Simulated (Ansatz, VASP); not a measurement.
**W: VASP beside Ansatz**

```xyz
1
Lattice="0.0000 2.1112 2.0300 2.1112 0.0000 2.0300 2.1112 2.1112 0.0000" Properties=species:S:1:pos:R:3 pbc="T T T"
W     0.0000    0.0000    0.0000
```

Change from the starting cell: strain +0.040 along x and y, +0.000 along z, atoms carried along.

Alike in both runs: task single point; functional PBEsol; k mesh 20 × 20 × 20; occupations gaussian, width 0.15 eV; no spin polarisation.

```csv
,VASP,Ansatz
version,VASP 6.6.1,Ansatz 0.2.0
potentials or method,"VASP PAW PBE potentials, release 64 (W_sv), cutoff 520 eV","scalar-relativistic, plane waves, PAW"
valence electrons in the cell,14,14
```

Ansatz gave:

| Item | Value |
| --- | --- |
| gap on the k mesh at the Fermi level (eV) | none |
| pressure (GPa) | -29.1 |
| traceless stress, the component that is largest in VASP (GPa) | -7.07 |

Question: Which values does VASP return?

Answer: gap on the k mesh at the Fermi level (eV): none; pressure (GPa): -28.9; traceless stress, the component that is largest in VASP (GPa): -7.08.

VASP's potentials were made for PBE, not for PBEsol. A gap of «none» marks a metal or a gap that the smearing closes. Both programs put the cell under strong tension, so it lies far from rest at this level.

Neither program's run includes spin-orbit coupling.
